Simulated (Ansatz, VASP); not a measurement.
**One calculation of InP3, two programs**

File INCAR:

```
SYSTEM = InP3
ALGO     = Normal         ! electronic algorithm
EDIFF    = 1E-6           ! SCF threshold, eV
ENCUT    = 520            ! plane-wave cutoff, eV
GGA      = PS             ! functional
ISIF     = 2              ! what is computed and relaxed
ISMEAR   = 0              ! smearing method
LASPH    = .True.         ! aspherical terms in the spheres
LCHARG   = .True.         ! write CHGCAR
LELF     = .True.         ! ELF
LREAL    = .False.        ! projectors in reciprocal space
LVHAR    = .True.       
LWAVE    = .False.        ! write WAVECAR
NBANDS   = 38             ! bands
NELM     = 100            ! most SCF steps
PREC     = Accurate       ! precision mode
SIGMA    = 0.5            ! smearing width, eV
```

Contents of KPOINTS:

```
k-points
0
Gamma
  6 6 6
  0 0 0
```

Contents of POSCAR:

```
InP3
1.0
    3.7244993001      2.1503406735      3.2950000000
   -3.7244993001      2.1503406735      3.2950000000
    0.0000000000     -4.3006813470      3.2950000000
In P
2 6
Direct
    0.2755000000      0.2755000000      0.2755000000
    0.7245000000      0.7245000000      0.7245000000
    0.7963000000      0.2414000000      0.7963000000
    0.7963000000      0.7963000000      0.2414000000
    0.2414000000      0.7963000000      0.7963000000
    0.2037000000      0.7586000000      0.2037000000
    0.7586000000      0.2037000000      0.2037000000
    0.2037000000      0.2037000000      0.7586000000
```

Input for Ansatz:

```yaml
crystal:
  lattice:
    - [3.7244993001, 2.1503406735, 3.295]
    - [-3.7244993001, 2.1503406735, 3.295]
    - [0.0, -4.300681347, 3.295]
  atoms:
    - { symbol: In, position: [0.2755, 0.2755, 0.2755] }
    - { symbol: In, position: [0.7245, 0.7245, 0.7245] }
    - { symbol: P, position: [0.7963, 0.2414, 0.7963] }
    - { symbol: P, position: [0.7963, 0.7963, 0.2414] }
    - { symbol: P, position: [0.2414, 0.7963, 0.7963] }
    - { symbol: P, position: [0.2037, 0.7586, 0.2037] }
    - { symbol: P, position: [0.7586, 0.2037, 0.2037] }
    - { symbol: P, position: [0.2037, 0.2037, 0.7586] }
basis:
  ecutwfc: 420
kpoints:
  mp_grid: { grid: [6, 6, 6] }
hamiltonian:
  xc: pbesol
scf:
  occupations: { method: gaussian, width: 0.5 }
output:
  forces: true
  stress: true
  eigenvalues: true
```

Alike in both runs: task single point; functional PBEsol; k mesh 6 × 6 × 6; occupations gaussian, width 0.5 eV; no spin polarisation.

|  | VASP | Ansatz |
| --- | --- | --- |
| version | VASP 6.6.1 | Ansatz 0.2.0 |
| potentials or method | VASP PAW PBE potentials, release 64 (In_d, P), cutoff 520 eV | scalar-relativistic, plane waves, PAW |
| valence electrons in the cell | 56 | 56 |

Ansatz gave:

```
gap on the k mesh at the Fermi level (eV) : none
pressure (GPa)                            : -0.1
rms of the force components (eV/Å)        : 0.088
```

Task: Which values does VASP return?

Result: gap on the k mesh at the Fermi level (eV): none; pressure (GPa): -0.1; rms of the force components (eV/Å): 0.077.

VASP's potentials were made for PBE, not for PBEsol. Atom by atom the forces differ by 0.012 eV/Å (rms over components). A gap of «none» marks a metal or a gap that the smearing closes. The functional is the same, so the differences come from potentials, cutoffs and numerics.
